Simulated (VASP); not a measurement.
Runs of VASP 6.6.1 on LiF. The structure is that of space group Imm2 (No. 44), or close to it. The cells are those of the table. 

```csv
task,cell,k mesh,cutoff (eV),smearing,gap on the mesh (eV),pressure (GPa),relaxed volume (Å³/atom),largest force (eV/Å)
relaxation of cell and atoms,"relaxed from a = 5.137 Å, angles 151.5, 149.3, 42.4°, 4 atoms",10 × 10 × 10,600,gaussian 0.1 eV,6.64,0.0,(a),0.02
relaxation of cell and atoms,"relaxed from a = 5.431 Å, angles 150.3, 146.6, 45.3°, 4 atoms",12 × 12 × 12,600,gaussian 0.02 eV,6.64,0.0,10.80,-
single point,"a = 5.432 Å, angles 150.3, 146.5, 45.3°, 4 atoms",12 × 12 × 12,520,gaussian 0.02 eV,6.61,-,-,0.01
single point,"a = 5.431 Å, angles 150.3, 146.6, 45.3°, 4 atoms",10 × 10 × 10,520,gaussian 0.1 eV,6.62,-,-,0.01
```

Alike in all rows: level PBE; potentials or basis VASP PAW PBE potentials, release 64 (Li_sv, F); no spin polarisation.

**Question.** Estimate the missing entries.

**Answer.** (a) 10.72.

Caveats: the cutoff is under 1.25 times the usual one of these potentials, so pressure, stress and relaxed cells hold a basis-set (Pulay) error; the volume moved by over 15 % at a fixed basis, so the end points are rough (some runs).

A k mesh can miss the band edges.
